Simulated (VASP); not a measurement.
# Sc (P6_3/mmc) in VASP: further runs

Runs on Sc. Level: BLYP. Tasks: single point.

Everything below comes from runs of VASP 6.6.1. Logs are shortened: lines on timing, memory, paths and dates and some standing lists are left out, and cuts for length are marked.

**1. The cell of the first run**

Symmetry: P6_3/mmc, No. 194, hexagonal system. Conventional cell: a = 3.311 Å, b = 3.311 Å, c = 10.555 Å, α = 90.00°, β = 90.00°, γ = 120.00°. Within 4.3 Å of Sc (site symmetry -3m) lie 12 Sc at 3.26 to 3.31 Å. Within 4.3 Å of Sc (site symmetry -6m2) lie 12 Sc at 3.26 to 3.31 Å.

**2. Single point, BLYP**

File INCAR:

```
SYSTEM = Sc
PREC = Accurate
ENCUT = 520
EDIFF = 1E-6
ISMEAR = -1
SIGMA = 0.1
LREAL = .FALSE.
LASPH = .TRUE.
NELM = 60
ALGO = Normal
ISIF = 2
LWAVE = .FALSE.
LCHARG = .FALSE.
GGA = B5
ALDAX = 1.0
AGGAX = 1.0
AGGAC = 1.0
ALDAC = 0.0
NBANDS = 30
```

File KPOINTS:

```
Automatic mesh
0
G
  11 11 3
  0 0 0
```

File POSCAR:

```
Sc
1.0
    3.3110877897      0.0000000000      0.0000000000
   -1.6555438949      2.8674861401      0.0000000000
    0.0000000000      0.0000000000     10.5546161923
Sc
4
Direct
    0.0000000000      1.0000000000      1.0000000000
    0.0000000000      1.0000000000      0.5000000000
    0.3333333333      0.6666666667      0.2500000000
    0.6666666667      0.3333333333      0.7500000000
```

Potentials or basis: VASP PAW PBE potentials, release 64 (Sc_sv).

Launch:

```sh
$ cat potpaw_PBE.64/Sc_sv/POTCAR > POTCAR
$ mpirun -np 1 vasp_std > vasp.out
```

OUTCAR:

```text
SYSTEM = Sc
   PREC = Accurate
   ENCUT = 520
   EDIFF = 1E-6
   ISMEAR = -1
   LREAL = .FALSE.
   LASPH = .TRUE.
   NELM = 60
   ISIF = 2
   GGA = B5

 ion  position               nearest neighbor table
   1  0.000  0.000  0.000-   3 3.26   4 3.26   4 3.26   3 3.26   4 3.26   3 3.26
   2  0.000  0.000  0.500-   3 3.26   4 3.26   4 3.26   3 3.26   4 3.26   3 3.26
   3  0.333  0.667  0.250-   1 3.26   2 3.26   1 3.26   2 3.26   1 3.26   2 3.26
   4  0.667  0.333  0.750-   1 3.26   2 3.26   1 3.26   2 3.26   1 3.26   2 3.26

  LATTYP: Found a hexagonal cell.
 ALAT       =     3.3110877897
 C/A-ratio  =     3.1876582147

  Lattice vectors:

 A1 = (   3.3110877897,   0.0000000000,   0.0000000000)
 A2 = (  -1.6555438949,   2.8674861401,   0.0000000000)
 A3 = (   0.0000000000,   0.0000000000,  10.5546161923)

Analysis of symmetry for initial positions (statically):
=====================================================================
 Subroutine PRICEL returns:
 Original cell was already a primitive cell.

 Routine SETGRP: Setting up the symmetry group for a
 hexagonal supercell.

 Subroutine GETGRP returns: Found 24 space group operations
 (whereof 12 operations were pure point group operations)
 out of a pool of 24 trial point group operations.

The static configuration has the point symmetry D_3d.
 The point group associated with its full space group is D_6h.

Analysis of symmetry for dynamics (positions and initial velocities):
=====================================================================
 Subroutine PRICEL returns:
 Original cell was already a primitive cell.

 Routine SETGRP: Setting up the symmetry group for a
 hexagonal supercell.

 Subroutine GETGRP returns: Found 24 space group operations
 (whereof 12 operations were pure point group operations)
 out of a pool of 24 trial point group operations.

The dynamic configuration has the point symmetry D_3d.
 The point group associated with its full space group is D_6h.

 Subroutine INISYM returns: Found 24 space group operations
 (whereof 12 operations are pure point group operations),
 and found     1 'primitive' translations

----------------------------------------------------------------------------------------

                                     Primitive cell

  volume of cell :     100.2108

  direct lattice vectors                    reciprocal lattice vectors
     3.311087790  0.000000000  0.000000000     0.302015550  0.174368759  0.000000000
    -1.655543895  2.867486140  0.000000000     0.000000000  0.348737518  0.000000000
     0.000000000  0.000000000 10.554616192     0.000000000  0.000000000  0.094745274

  length of vectors
     3.311087790  3.311087790 10.554616192     0.348737518  0.348737518  0.094745274

  position of ions in fractional coordinates (direct lattice)
     0.000000000  0.000000000  0.000000000
     0.000000000  0.000000000  0.500000000
     0.333333333  0.666666667  0.250000000
     0.666666667  0.333333333  0.750000000

  ion indices of the primitive-cell ions
   primitive index   ion index
                 1           1
                 2           2
                 3           3
                 4           4

----------------------------------------------------------------------------------------

 KPOINTS: Automatic mesh

Automatic generation of k-mesh.
 Grid dimensions read from file:
 generate k-points for:   11   11    3

 Generating k-lattice:

  Cartesian coordinates                     Fractional coordinates (reciprocal lattice)
     0.027455959  0.015851705  0.000000000     0.090909091  0.000000000  0.000000000
     0.000000000  0.031703411  0.000000000     0.000000000  0.090909091  0.000000000
     0.000000000  0.000000000  0.031581758     0.000000000  0.000000000  0.333333333

  Length of vectors
     0.031703411  0.031703411  0.031581758

  Shift w.r.t. Gamma in fractional coordinates (k-lattice)
     0.000000000  0.000000000  0.000000000

 Subroutine IBZKPT returns following result:
 ===========================================

 Found     32 irreducible k-points:

 Following reciprocal coordinates:
            Coordinates               Weight
  0.000000  0.000000  0.000000      1.000000
  0.090909  0.000000  0.000000      6.000000
  0.181818  0.000000  0.000000      6.000000
  0.272727  0.000000  0.000000      6.000000
  0.363636  0.000000  0.000000      6.000000
  0.454545  0.000000  0.000000      6.000000
[... 16 lines left out ...]
  0.090909  0.090909  0.333333     12.000000
  0.181818  0.090909  0.333333     24.000000
 [... further k-points ...]
   k-points           NKPTS =     32   k-points in BZ     NKDIM =     32   number of bands    NBANDS=     30
   number of dos      NEDOS =    301   number of ions     NIONS =      4
   total plane-waves  NPLWV =  62720
   dimension x,y,z NGX =    28 NGY =   28 NGZ =   80
   dimension x,y,z NGXF=    56 NGYF=   56 NGZF=  160
   ions per type =               4
   NGX,Y,Z   is equivalent  to a cutoff of  14.06, 14.06, 12.60 a.u.
   NGXF,Y,Z  is equivalent  to a cutoff of  28.12, 28.12, 25.20 a.u.
 SYSTEM =  Sc
   PREC   = accura    normal or accurate (medium, high low for compatibility)
   ISTART =      0    job   : 0-new  1-cont  2-samecut
   ICHARG =      2    charge: 1-file 2-atom 10-const
   ISPIN  =      1    spin polarized calculation?
   LNONCOLLINEAR =      F non collinear calculations
   LSORBIT =      F    spin-orbit coupling
   LASPH  =      T    aspherical Exc in radial PAW
   ENCUT  =  520.0 eV  38.22 Ry    6.18 a.u.   6.16  6.16 19.62*2*pi/ulx,y,z
   NELM   =     60;   NELMIN=  2; NELMDL= -5     # of ELM steps
   EDIFF  = 0.1E-05   stopping-criterion for ELM
   LREAL  =      F    real-space projection
[... 7 lines left out ...]
   TEBEG  =    0.0;   TEEND  =   0.0 temperature during run
   PSTRESS=    0.0 pullay stress
   NELECT =      44.0000    total number of electrons
   NUPDOWN=      -1.0000    fix difference up-down
   EMIN   =  10.00;   EMAX   =-10.00  energy-range for DOS
   EFERMI =   0.00;   METHOD = LEGACY
   ISMEAR =    -1;   SIGMA  =   0.10  broadening in eV -4-tet -1-fermi 0-gaus
   EFERMI_NEDOS =   21; number of points for ismear=-14 and -15
   IALGO  =     38    algorithm
   IMIX   =      4    mixing-type and parameters
     AMIX     =   0.40;   BMIX     =  1.00
     AMIX_MAG =   1.60;   BMIX_MAG =  1.00
  volume/ion in A,a.u.               =      25.05       169.06
  Fermi-wavevector in a.u.,A,eV,Ry     =   1.244288  2.351363 21.065255  1.548253
  Thomas-Fermi vector in A             =   2.378561
   LORBIT       =      0    0 simple, 1 ext, 2 COOP (PROOUT), +10 PAW based schemes
   GGA     = B5    functional components
   LHFCALC =     F    Hartree Fock is set to
   AEXX    =    0.0000 exact exchange contribution
   IVDW    =     0    specifies the selected vdW correction
   LEPSILON=     F    determine dielectric tensor
   LRPA    =     F    only Hartree local field effects (RPA)
 non-spin polarized calculation
  energy-cutoff  :      520.00
  volume of cell :      100.21
 maximum number of plane-waves:      2727
 NGX is ok and might be reduce to    28
   NGX = 13   NGY = 13   NGZ = 39

 number of electron      44.0000004 magnetization

 Free energy of the ion-electron system (eV)
  ---------------------------------------------------
  ext. energy  EPLUGINS =         0.00000000
  ---------------------------------------------------
  free energy    TOTEN  =       -21.37729033 eV

  energy without entropy =      -21.12152282  energy(sigma->0) =      -21.24940658

 E-fermi :   4.0528     XC(G=0):  -9.3265

 val. band max:        4.0514290882   @ k =   0.1818   0.1818   0.3333
 cond. band min:       4.0562160271   @ k =   0.1818   0.1818   0.0000
 fundamental gap:      0.0047869389
 Fermi energy:         4.0528156602

 k-point     1 :       0.0000    0.0000    0.0000
  band No.  band energies     occupation
      1     -45.2657      2.00000
      2     -45.2391      2.00000
      3     -45.2298      2.00000
      4     -45.2030      2.00000
      5     -24.2234      2.00000
      6     -24.0425      2.00000
[... 22 lines left out ...]
     29       5.7377      0.00000
     30       5.7505      0.00000

 k-point     2 :       0.0909    0.0000    0.0000
  band No.  band energies     occupation
      1     -45.2620      2.00000
      2     -45.2364      2.00000
      3     -45.2271      2.00000
      4     -45.2014      2.00000
      5     -24.2133      2.00000
      6     -24.0461      2.00000
[... 22 lines left out ...]
     29       5.7843      0.00000
     30       5.8475      0.00000

 k-point     3 :       0.1818    0.0000    0.0000
  band No.  band energies     occupation
      1     -45.2516      2.00000
      2     -45.2293      2.00000
      3     -45.2199      2.00000
      4     -45.1975      2.00000
      5     -24.1852      2.00000
      6     -24.0625      2.00000
[... 22 lines left out ...]
     29       5.8029      0.00000
     30       6.0308      0.00000

 k-point     4 :       0.2727    0.0000    0.0000
  band No.  band energies     occupation
      1     -45.2373      2.00000
      2     -45.2199      2.00000
      3     -45.2105      2.00000
      4     -45.1930      2.00000
      5     -24.1488      2.00000
      6     -24.0959      2.00000
[... 22 lines left out ...]
     29       5.6712      0.00000
     30       6.1384      0.00000

 k-point     5 :       0.3636    0.0000    0.0000
  band No.  band energies     occupation
      1     -45.2230      2.00000
      2     -45.2112      2.00000
      3     -45.2018      2.00000
      4     -45.1900      2.00000
      5     -24.1638      2.00000
      6     -24.1559      2.00000
[... 22 lines left out ...]
     29       5.6028      0.00000
     30       6.2867      0.00000
[... 526 lines left out ...]
     29       5.5639      0.00000
     30       5.8552      0.00000

 k-point    22 :       0.4545    0.0000    0.3333
  band No.  band energies     occupation
      1     -45.2119      2.00000
      2     -45.2086      2.00000
      3     -45.1942      2.00000
      4     -45.1908      2.00000
      5     -24.1855      2.00000
      6     -24.1788      2.00000
[... 22 lines left out ...]
     29       5.6072      0.00000
     30       5.8027      0.00000

 k-point    23 :       0.0909    0.0909    0.3333
  band No.  band energies     occupation
      1     -45.2513      2.00000
      2     -45.2415      2.00000
      3     -45.2122      2.00000
      4     -45.2024      2.00000
      5     -24.1743      2.00000
      6     -24.1201      2.00000
[... 22 lines left out ...]
     29       5.7550      0.00000
     30       5.7901      0.00000

 k-point    24 :       0.1818    0.0909    0.3333
  band No.  band energies     occupation
      1     -45.2395      2.00000
      2     -45.2312      2.00000
      3     -45.2059      2.00000
      4     -45.1976      2.00000
      5     -24.1496      2.00000
      6     -24.1203      2.00000
[... 22 lines left out ...]
     29       5.8256      0.00000
     30       5.9897      0.00000

 [... further k-points ...]
[... 5 lines left out ...]
  --------------------------------------------------------------------------------------
  -------------------------------------------------------------------------------------
  Total       -0.0046994     -0.0046994      0.0020942      0.0000000      0.0000000      0.0000000
  in kB       -0.0751336     -0.0751336      0.0334815      0.0000000      0.0000000      0.0000000
  external PRESSURE =      -0.0389285 kB  Pullay stress =       0.0000000 kB

 VOLUME and BASIS-vectors are now :
 -----------------------------------------------------------------------------
  energy-cutoff  :      520.00
  volume of cell :      100.21
      direct lattice vectors                 reciprocal lattice vectors
     3.311087790  0.000000000  0.000000000     0.302015550  0.174368759  0.000000000
    -1.655543895  2.867486140  0.000000000     0.000000000  0.348737518  0.000000000
     0.000000000  0.000000000 10.554616192     0.000000000  0.000000000  0.094745274

 POSITION                                       TOTAL-FORCE (eV/Angst)
 -----------------------------------------------------------------------------------
      0.00000      0.00000      0.00000        -0.000000     -0.000000     -0.000000
      0.00000      0.00000      5.27731        -0.000000     -0.000000     -0.000000
     -0.00000      1.91166      2.63865        -0.000000      0.000000      0.000000
      1.65554      0.95583      7.91596         0.000000     -0.000000      0.000000
 -----------------------------------------------------------------------------------
    total drift:                                0.000000     -0.000000      0.000000

  FREE ENERGIE OF THE ION-ELECTRON SYSTEM (eV)
  ---------------------------------------------------
  free  energy   TOTEN  =       -21.3772903305 eV

  energy  without entropy=      -21.1215228222  energy(sigma->0) =      -21.24940658
```

Wall time 1.9 min (1 thread of Intel Xeon Platinum 8488C (Sapphire Rapids), shared host); peak memory 0.26 GiB.

Results:

```yaml
Free_energy: -21.3773 eV
Pressure: 0.0 GPa
Band_gap_on_the_k_mesh: zero (bands 22 and 23 overlap by 1.01 eV)
```

Caveat: the PAW data sets were made with another functional, which shifts forces and pressure a little.

**3. Single point, BLYP (22.05 Å³/atom)**

This run uses another cell than the first one, of 22.05 Å³/atom.

File INCAR:

```
PREC = Accurate
ENCUT = 520
EDIFF = 1E-7
ISMEAR = -1
SIGMA = 0.1
LREAL = F
LASPH = T
NELM = 100
ALGO = Normal
ISIF = 2
LWAVE = F
LCHARG = F
GGA = B5
ALDAX = 1.0
AGGAX = 1.0
AGGAC = 1.0
ALDAC = 0.0
NBANDS = 30
```

File KPOINTS:

```
Automatic mesh
0
Gamma
  12 12 4
```

File POSCAR:

```
Sc
1.0
    3.1729623568      0.0000000000      0.0000000000
   -1.5864811784      2.7478660063      0.0000000000
    0.0000000000      0.0000000000     10.1143195215
Sc
4
Direct
    0.0000000000      1.0000000000      1.0000000000
    0.0000000000      1.0000000000      0.5000000000
    0.3333333333      0.6666666667      0.2500000000
    0.6666666667      0.3333333333      0.7500000000
```

Potentials or basis: VASP PAW PBE potentials, release 64 (Sc_sv).

Launch:

```sh
$ cat potpaw_PBE.64/Sc_sv/POTCAR > POTCAR
$ mpirun -np 1 vasp_std > vasp.out
```

Wall time 2.4 min (1 thread of Intel Xeon Platinum 8488C (Sapphire Rapids), shared host); peak memory 0.25 GiB.

Results (log left out):

| Item | Value |
| --- | --- |
| Free energy | -21.1047 eV |
| Pressure | 7.8 GPa |
| Band gap on the k mesh | zero (bands 22 and 23 overlap by 1.31 eV) |

Stress tensor (GPa, compression positive):
```
7.74 0.00 0.00
0.00 7.74 0.00
0.00 0.00 8.00
```

Levels at points of the mesh, in eV from the Fermi level:
| k point | band 20 | band 21 | band 22 | band 23 | band 24 | band 25 |
| --- | --- | --- | --- | --- | --- | --- |
| (0.00, 0.00, 0.00) | -1.82 | 0.84 | 0.84 | 0.90 | 1.48 | 1.48 |
| (0.50, 0.00, 0.00) | -1.17 | -0.57 | -0.40 | -0.35 | 0.37 | 0.85 |
| (0.00, 0.00, 0.50) | -2.30 | 0.62 | 0.62 | 1.47 | 1.47 | 1.59 |
| (0.50, 0.00, 0.50) | -1.48 | -0.61 | -0.61 | 0.20 | 0.20 | 1.35 |

Caveat: the cell stands under pressure; the PAW data sets were made with another functional, which shifts forces and pressure a little.
